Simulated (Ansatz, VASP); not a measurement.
## InP in VASP and in Ansatz

```
In P
1.0
     0.00000    2.84259    2.97446
     2.84259    0.00000    2.97446
     2.84259    2.84259    0.00000
In P
1 1
Cartesian
  0.0000 0.0000 0.0000
  4.2639 4.2639 4.4617
```

Change from the starting cell: strain -0.030 along x and y, +0.015 along z, atoms carried along.

Alike in both runs: task single point; functional r2SCAN; k mesh 8 × 8 × 8; occupations gaussian, width 0.05 eV; no spin polarisation.

|  | VASP | Ansatz |
| --- | --- | --- |
| version | VASP 6.6.1 | Ansatz 0.2.0 |
| potentials or method | VASP PAW PBE potentials, release 64 (In_d, P), cutoff 520 eV | scalar-relativistic, plane waves, PAW |
| valence electrons in the cell | 18 | 18 |

|  | VASP | Ansatz | Ansatz less VASP |
| --- | --- | --- | --- |
| gap on the k mesh at the Fermi level (eV) | 1.34 | 1.34 | -0.006 |
| least direct gap on the mesh (eV) | 1.34 | 1.34 | -0.006 |
| pressure (GPa) | 5.3 | 5.5 | +0.14 |
| traceless stress, the component that is largest in VASP (GPa) | -1.42 | -1.40 | +0.016 |

VASP's potentials were made for PBE, not for r2SCAN.
